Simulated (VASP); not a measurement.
AlFe, 2 atoms in the cell. Symmetry: Pm-3m, No. 221, cubic system. Conventional cell: a = 2.840 Å, b = 2.840 Å, c = 2.840 Å, α = 90.00°, β = 90.00°, γ = 90.00°. Within 3.2 Å of Fe (site symmetry m-3m) lie 8 Al at 2.46 Å and 6 Fe at 2.84 Å. Al (site symmetry m-3m) has 8 Fe at 2.46 Å and 6 Al at 2.84 Å within 3.2 Å. 

```yaml
Program: VASP 6.6.1
Task: single point
Functional: BLYP
Dispersion: D4
Potentials_or_basis: VASP PAW PBE potentials, release 64 (Fe, Al)
Cutoff: 520 eV
k_mesh: 9 × 9 × 9
Occupations: fermi-dirac, width 0.05 eV
Spin: collinear spin, ferromagnetic start
Starting_moments: "[3.0, 0.0] μB"
Dipole_correction: no
Further_INCAR_settings: ALGO = Normal; EDIFF = 1e-06; NBANDS = 16
```

Potentials or basis: VASP PAW PBE potentials, release 64 (Fe, Al).

Command:

```console
$ cat potpaw_PBE.64/Fe/POTCAR potpaw_PBE.64/Al/POTCAR > POTCAR
$ mpirun -np 1 vasp_std > vasp.out
```

Hardware: 1 thread of Intel(R) Xeon(R) Platinum 8259CL CPU @ 2.50GHz (Skylake/Cascade Lake), on a shared host.

Q: Estimate the wall time of this run.

A: It took 25 s on 1 thread of Intel(R) Xeon(R) Platinum 8259CL CPU @ 2.50GHz (Skylake/Cascade Lake), with other jobs on the host, peak memory 0.16 GiB. Counts: scf iterations 15, k points 35.
